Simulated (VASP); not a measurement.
# Ca: single point with PBE

The system is Ca.

```
CELL_PARAMETERS angstrom
-2.20520 2.20520 2.19611
2.20520 -2.20520 2.19611
2.20520 2.20520 -2.19611
ATOMIC_POSITIONS crystal
Ca 0.50000 0.50000 0.00000
```

| Property | Result |
| --- | --- |
| Program | VASP 6.6.1 |
| Task | single point |
| Functional | PBE |
| Potentials or basis | VASP PAW PBE potentials, release 64 (Ca_sv) |
| Cutoff | 500 eV |
| k mesh | 6 × 6 × 6 |
| Occupations | tetrahedron |
| Spin | no spin polarisation |

```
Pressure               : -0.5 GPa
Band gap on the k mesh : zero (band 5 reaches 2.14 eV, above the bottom of band 6 at 1.92 eV)
```

Stress tensor (GPa, compression positive):
```
-0.30  0.00  0.00
 0.00 -0.30  0.00
 0.00  0.00 -0.80
```

Levels at points of the mesh, in eV from the Fermi level:
```tsv
k point	band 2	band 3	band 4	band 5	band 6	band 7	band 8	band 9
(0.00, 0.00, 0.00)	-23.01	-23.00	-23.00	-4.08	2.25	2.26	2.26	3.29
(0.50, 0.00, 0.00)	-23.14	-23.05	-23.01	-0.93	-0.07	1.30	3.21	3.58
(0.50, 0.50, 0.00)	-23.14	-23.06	-23.00	-0.94	-0.08	1.32	3.19	3.57
(0.50, 0.50, 0.50)	-23.11	-23.10	-23.10	0.03	0.03	3.82	3.82	3.89
```

It took 26 s on 1 thread of Intel Xeon 8259CL, with other jobs on the host, peak memory 0.16 GiB.

Caveat: tetrahedron occupations give inexact forces and stress in metals.
